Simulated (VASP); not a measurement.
# Ca2BF (P-3m1) in VASP: notebook

Ca2BF is run at these levels: PBE; tasks: single point.

All numbers are computed with VASP 6.6.1; they aren't measurements. Logs are shortened: lines on timing, memory, paths and dates and some standing lists are left out, and cuts for length are marked.

### 1 The cell of the first run

It takes space group P-3m1 (No. 164, trigonal). Conventional cell: a = 3.552 Å, b = 3.552 Å, c = 5.809 Å, α = 90.00°, β = 90.00°, γ = 120.00°. Within 3.1 Å of Ca (site symmetry 3m) lie 3 F at 2.35 Å and 3 B at 2.70 Å and 3 Ca at 3.08 Å. Within 3.6 Å of B (site symmetry -3m) lie 6 Ca at 2.70 Å and 2 F at 2.90 Å and 6 B at 3.55 Å. Within 3.1 Å of F (site symmetry -3m) lie 6 Ca at 2.35 Å and 2 B at 2.90 Å.

### 2 Single point, PBE

INCAR

```
SYSTEM = Ca2BF
ALGO = Normal ; EDIFF = 1E-7
ENCUT = 520 ; GGA = PE
ISIF = 2 ; ISMEAR = 0
LASPH = .TRUE. ; LCHARG = .FALSE.
LREAL = .FALSE. ; LWAVE = .FALSE.
NBANDS = 23 ; NELM = 60
PREC = Accurate ; SIGMA = 0.1
```

KPOINTS

```
k-points
0
G
  6 6 4
  0 0 0
```

POSCAR

```
Ca2BF
1.0
    3.5516889600      0.0000000000      0.0000000000
   -1.7758444800      3.0758528700      0.0000000000
    0.0000000000      0.0000000000      5.8087244000
Ca B F
2 1 1
Direct
    0.3333333300      0.6666666700      0.6976160900
    0.6666666700      0.3333333300      0.3023839100
    0.0000000000      0.0000000000      0.0000000000
    0.0000000000      0.0000000000      0.5000000000
```

Potentials or basis: VASP PAW PBE potentials, release 64 (Ca_sv, B, F).

Launch:

```sh
cat potpaw_PBE.64/Ca_sv/POTCAR potpaw_PBE.64/B/POTCAR potpaw_PBE.64/F/POTCAR > POTCAR
mpirun -np 1 vasp_std > vasp.out
```

OUTCAR:

```text
SYSTEM = Ca2BF
   EDIFF = 1E-7
   ENCUT = 520
   GGA = PE
   ISIF = 2
   ISMEAR = 0
   LASPH = .TRUE.
   LREAL = .FALSE.
   NELM = 60
   PREC = Accurate

 ion  position               nearest neighbor table
   1  0.333  0.667  0.698-   4 2.35   4 2.35   4 2.35   2 3.08   2 3.08   2 3.08
   2  0.667  0.333  0.302-   4 2.35   4 2.35   4 2.35   1 3.08   1 3.08   1 3.08
   3  0.000  0.000  0.000-
   4  0.000  0.000  0.500-   1 2.35   2 2.35   2 2.35   1 2.35   2 2.35   1 2.35

  LATTYP: Found a hexagonal cell.
 ALAT       =     3.5516889600
 C/A-ratio  =     1.6354822918

  Lattice vectors:

 A1 = (   3.5516889600,   0.0000000000,   0.0000000000)
 A2 = (  -1.7758444800,   3.0758528700,   0.0000000000)
 A3 = (   0.0000000000,   0.0000000000,   5.8087244000)

Analysis of symmetry for initial positions (statically):
=====================================================================
 Subroutine PRICEL returns:
 Original cell was already a primitive cell.

 Routine SETGRP: Setting up the symmetry group for a
 hexagonal supercell.

 Subroutine GETGRP returns: Found 12 space group operations
 (whereof 12 operations were pure point group operations)
 out of a pool of 24 trial point group operations.

The static configuration has the point symmetry D_3d.

Analysis of symmetry for dynamics (positions and initial velocities):
=====================================================================
 Subroutine PRICEL returns:
 Original cell was already a primitive cell.

 Routine SETGRP: Setting up the symmetry group for a
 hexagonal supercell.

 Subroutine GETGRP returns: Found 12 space group operations
 (whereof 12 operations were pure point group operations)
 out of a pool of 24 trial point group operations.

The dynamic configuration has the point symmetry D_3d.

 Subroutine INISYM returns: Found 12 space group operations
 (whereof 12 operations are pure point group operations),
 and found     1 'primitive' translations

----------------------------------------------------------------------------------------

                                     Primitive cell

  volume of cell :      63.4573

  direct lattice vectors                    reciprocal lattice vectors
     3.551688960  0.000000000  0.000000000     0.281556187  0.162556540  0.000000000
    -1.775844480  3.075852870  0.000000000     0.000000000  0.325113080  0.000000000
     0.000000000  0.000000000  5.808724400     0.000000000  0.000000000  0.172154837

  length of vectors
     3.551688960  3.551688964  5.808724400     0.325113080  0.325113080  0.172154837

  position of ions in fractional coordinates (direct lattice)
     0.333333330  0.666666670  0.697616090
     0.666666670  0.333333330  0.302383910
     0.000000000  0.000000000  0.000000000
     0.000000000  0.000000000  0.500000000

  ion indices of the primitive-cell ions
   primitive index   ion index
                 1           1
                 2           2
                 3           3
                 4           4

----------------------------------------------------------------------------------------

 KPOINTS: k-points

Automatic generation of k-mesh.
 Grid dimensions read from file:
 generate k-points for:    6    6    4

 Generating k-lattice:

  Cartesian coordinates                     Fractional coordinates (reciprocal lattice)
     0.046926031  0.027092757  0.000000000     0.166666667  0.000000000  0.000000000
     0.000000000  0.054185513  0.000000000     0.000000000  0.166666667  0.000000000
     0.000000000  0.000000000  0.043038709     0.000000000  0.000000000  0.250000000

  Length of vectors
     0.054185513  0.054185513  0.043038709

  Shift w.r.t. Gamma in fractional coordinates (k-lattice)
     0.000000000  0.000000000  0.000000000

 Subroutine IBZKPT returns following result:
 ===========================================

 Found     24 irreducible k-points:

 Following reciprocal coordinates:
            Coordinates               Weight
  0.000000  0.000000  0.000000      1.000000
  0.166667  0.000000  0.000000      6.000000
  0.333333 -0.000000  0.000000      6.000000
  0.500000  0.000000  0.000000      3.000000
  0.166667  0.166667  0.000000      6.000000
  0.333333  0.166667  0.000000     12.000000
[... 16 lines left out ...]
  0.333333  0.166667  0.500000     12.000000
  0.333333  0.333333  0.500000      2.000000
   k-points           NKPTS =     24   k-points in BZ     NKDIM =     24   number of bands    NBANDS=     23
   number of dos      NEDOS =    301   number of ions     NIONS =      4
   total plane-waves  NPLWV =  37632
   dimension x,y,z NGX =    28 NGY =   28 NGZ =   48
   dimension x,y,z NGXF=    56 NGYF=   56 NGZF=   96
   ions per type =               2   1   1
   NGX,Y,Z   is equivalent  to a cutoff of  13.11, 13.11, 13.74 a.u.
   NGXF,Y,Z  is equivalent  to a cutoff of  26.21, 26.21, 27.48 a.u.
 SYSTEM =  Ca2BF
   PREC   = accura    normal or accurate (medium, high low for compatibility)
   ISTART =      0    job   : 0-new  1-cont  2-samecut
   ICHARG =      2    charge: 1-file 2-atom 10-const
   ISPIN  =      1    spin polarized calculation?
   LNONCOLLINEAR =      F non collinear calculations
   LSORBIT =      F    spin-orbit coupling
   LASPH  =      T    aspherical Exc in radial PAW
   ENCUT  =  520.0 eV  38.22 Ry    6.18 a.u.   6.60  6.60 10.80*2*pi/ulx,y,z
   NELM   =     60;   NELMIN=  2; NELMDL= -5     # of ELM steps
   EDIFF  = 0.1E-06   stopping-criterion for ELM
   LREAL  =      F    real-space projection
   EDIFFG = 0.1E-05   stopping-criterion for IOM
   NSW    =      0    number of steps for IOM
   IBRION =     -1    ionic relax: 0-MD 1-quasi-New 2-CG
   NFREE  =      0    steps in history (QN), initial steepest desc. (CG)
   ISIF   =      2    stress and relaxation
   ISYM   =      2    0-nonsym 1-usesym 2-fastsym
   POTIM  = 0.5000    time-step for ionic-motion
   TEBEG  =    0.0;   TEEND  =   0.0 temperature during run
   PSTRESS=    0.0 pullay stress
   NELECT =      30.0000    total number of electrons
   NUPDOWN=      -1.0000    fix difference up-down
   EMIN   =  10.00;   EMAX   =-10.00  energy-range for DOS
   EFERMI =   0.00;   METHOD = LEGACY
   ISMEAR =     0;   SIGMA  =   0.10  broadening in eV -4-tet -1-fermi 0-gaus
   EFERMI_NEDOS =   21; number of points for ismear=-14 and -15
   IALGO  =     38    algorithm
   IMIX   =      4    mixing-type and parameters
     AMIX     =   0.40;   BMIX     =  1.00
     AMIX_MAG =   1.60;   BMIX_MAG =  1.00
  volume/ion in A,a.u.               =      15.86       107.06
  Fermi-wavevector in a.u.,A,eV,Ry     =   1.275327  2.410018 22.129312  1.626459
  Thomas-Fermi vector in A             =   2.408045
   LORBIT       =      0    0 simple, 1 ext, 2 COOP (PROOUT), +10 PAW based schemes
   GGA     = PE    functional components
   LHFCALC =     F    Hartree Fock is set to
   AEXX    =    0.0000 exact exchange contribution
   IVDW    =     0    specifies the selected vdW correction
   LEPSILON=     F    determine dielectric tensor
   LRPA    =     F    only Hartree local field effects (RPA)
 non-spin polarized calculation
 Gauss-broadening in eV      SIGMA  =   0.10
  energy-cutoff  :      520.00
  volume of cell :       63.46
 maximum number of plane-waves:      1737
 NGX is ok and might be reduce to    28
   NGX = 13   NGY = 13   NGZ = 21

 number of electron      29.9999994 magnetization

 Free energy of the ion-electron system (eV)
  ---------------------------------------------------
  ext. energy  EPLUGINS =         0.00000000
  ---------------------------------------------------
  free energy    TOTEN  =       -14.43708985 eV

  energy without entropy =      -14.42305519  energy(sigma->0) =      -14.43007252

 E-fermi :   4.9049     XC(G=0): -10.1197

 val. band max:        4.8725996513   @ k =   0.5000   0.0000   0.0000
 cond. band min:       4.9609992638   @ k =   0.3333   0.1667   0.5000
 fundamental gap:      0.0883996125
 Fermi energy:         4.9048538091

 k-point     1 :       0.0000    0.0000    0.0000
  band No.  band energies     occupation
      1     -36.3127      2.00000
      2     -36.1368      2.00000
      3     -22.3801      2.00000
      4     -17.3912      2.00000
      5     -17.2221      2.00000
      6     -17.2221      2.00000
[... 15 lines left out ...]
     22       8.7843      0.00000
     23       8.7843      0.00000

 k-point     2 :       0.1667    0.0000    0.0000
  band No.  band energies     occupation
      1     -36.2900      2.00000
      2     -36.1363      2.00000
      3     -22.4110      2.00000
      4     -17.4625      2.00000
      5     -17.3121      2.00000
      6     -17.2777      2.00000
[... 15 lines left out ...]
     22       9.1788      0.00000
     23       9.2592      0.00000

 k-point     3 :       0.3333   -0.0000    0.0000
  band No.  band energies     occupation
      1     -36.2386      2.00000
      2     -36.1411      2.00000
      3     -22.4756      2.00000
      4     -17.6166      2.00000
      5     -17.3659      2.00000
      6     -17.3130      2.00000
[... 15 lines left out ...]
     22       9.9006      0.00000
     23      10.1228      0.00000

 k-point     4 :       0.5000    0.0000    0.0000
  band No.  band energies     occupation
      1     -36.2040      2.00000
      2     -36.1523      2.00000
      3     -22.5092      2.00000
      4     -17.6789      2.00000
      5     -17.4050      2.00000
      6     -17.2467      2.00000
[... 15 lines left out ...]
     22       9.9555      0.00000
     23      10.4429      0.00000

 k-point     5 :       0.1667    0.1667    0.0000
  band No.  band energies     occupation
      1     -36.2528      2.00000
      2     -36.1386      2.00000
      3     -22.4586      2.00000
      4     -17.5182      2.00000
      5     -17.5027      2.00000
      6     -17.2076      2.00000
[... 434 lines left out ...]
 k-point    22 :       0.1667    0.1667    0.5000
  band No.  band energies     occupation
      1     -36.2500      2.00000
      2     -36.1415      2.00000
      3     -22.4585      2.00000
      4     -17.5285      2.00000
      5     -17.4879      2.00000
      6     -17.1861      2.00000
[... 15 lines left out ...]
     22       9.3481      0.00000
     23       9.8316      0.00000

 k-point    23 :       0.3333    0.1667    0.5000
  band No.  band energies     occupation
      1     -36.2040      2.00000
      2     -36.1523      2.00000
      3     -22.5069      2.00000
      4     -17.6598      2.00000
      5     -17.5459      2.00000
      6     -17.2158      2.00000
[... 15 lines left out ...]
     22       9.9719      0.00000
     23      10.2825      0.00000

 k-point    24 :       0.3333    0.3333    0.5000
  band No.  band energies     occupation
      1     -36.1723      2.00000
      2     -36.1723      2.00000
      3     -22.5207      2.00000
      4     -17.6458      2.00000
      5     -17.6458      2.00000
      6     -17.2761      2.00000
[... 15 lines left out ...]
     22      10.1572      0.00000
     23      10.1579      0.00000

------------------------ aborting loop because EDIFF is reached ----------------------------------------

  FORCE on cell =-STRESS in cart. coord.  units (eV):
  Direction    XX          YY          ZZ          XY          YZ          ZX
  --------------------------------------------------------------------------------------
  -------------------------------------------------------------------------------------
  Total        3.1071831      3.1071831      6.9651514      0.0000000      0.0000000      0.0000000
  in kB       78.4505836     78.4505838    175.8570939      0.0000000      0.0000000      0.0000000
  external PRESSURE =     110.9194204 kB  Pullay stress =       0.0000000 kB

 VOLUME and BASIS-vectors are now :
 -----------------------------------------------------------------------------
  energy-cutoff  :      520.00
  volume of cell :       63.46
      direct lattice vectors                 reciprocal lattice vectors
     3.551688960  0.000000000  0.000000000     0.281556187  0.162556540  0.000000000
    -1.775844480  3.075852870  0.000000000     0.000000000  0.325113080  0.000000000
     0.000000000  0.000000000  5.808724400     0.000000000  0.000000000  0.172154837

 POSITION                                       TOTAL-FORCE (eV/Angst)
 -----------------------------------------------------------------------------------
     -0.00000      2.05057      4.05226        -0.000000      0.000000      3.030524
      1.77584      1.02528      1.75646         0.000000     -0.000000     -3.030524
      0.00000      0.00000      0.00000         0.000000      0.000000      0.000000
      0.00000      0.00000      2.90436         0.000000      0.000000      0.000000
 -----------------------------------------------------------------------------------
    total drift:                                0.000000      0.000000     -0.000000

  FREE ENERGIE OF THE ION-ELECTRON SYSTEM (eV)
  ---------------------------------------------------
  free  energy   TOTEN  =       -14.4370898504 eV

  energy  without entropy=      -14.4230551861  energy(sigma->0) =      -14.43007252
```

It took 45 s on 1 thread of Intel Xeon Platinum 8259CL at 2.50GHz (Skylake/Cascade Lake), shared host; peak memory 0.2 GiB.

What came out:

```yaml
Free_energy: -14.4371 eV
Pressure: 11.1 GPa
Largest_force: 3.031 eV/Å
Band_gap_on_the_k_mesh: zero (band 15 reaches 5.99 eV, above the bottom of band 16 at 4.41 eV)
```

Forces on the atoms (eV/Å):
```
Ca   0.000  0.000  3.031
Ca   0.000  0.000 -3.031
B    0.000  0.000  0.000
F    0.000  0.000  0.000
```

Stress tensor (GPa, compression positive):
```
 7.85  0.00  0.00
 0.00  7.85  0.00
 0.00  0.00 17.59
```

Caveat: forces of over 1 eV/Å act on the atoms, so gaps and moduli don't describe the material at rest.

[end of part 1 of 2]
